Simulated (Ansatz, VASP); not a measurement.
## One calculation of Zn2S, two programs

```
CELL_PARAMETERS angstrom
3.55798 0.00000 0.00000
0.00000 3.55798 0.00000
0.00000 0.00000 8.68701
ATOMIC_POSITIONS crystal
Zn 0.00000 0.00000 0.00000
Zn 0.50000 0.50000 0.00000
Zn 0.50000 0.00000 0.37652
Zn 0.00000 0.50000 0.62348
S 0.50000 0.00000 0.66310
S 0.00000 0.50000 0.33690
```

Change from the starting cell: species swapped into the Cu2Sb type (P4/nmm, No. 129).

Alike in both runs: functional PBE; k mesh 10 × 10 × 6; occupations gaussian, width 0.1 eV; no spin polarisation.

Ansatz relaxed the structure, and its values are those at the end. VASP's run is a single point on that final structure, the one shown.

|  | VASP | Ansatz |
| --- | --- | --- |
| version | VASP 6.6.1 | Ansatz 0.2.0 |
| potentials or method | VASP PAW PBE potentials, release 64 (Zn, S), cutoff 520 eV | scalar-relativistic, plane waves, PAW |
| valence electrons in the cell | 60 | 60 |

```csv
,VASP,Ansatz,Ansatz less VASP
gap on the k mesh at the Fermi level (eV),none,none,-
pressure (GPa),0.1,0.0,-0.11
rms of the force components (eV/Å),0.005,0.001,-0.0040
```

A gap of «none» marks a metal or a gap that the smearing closes.
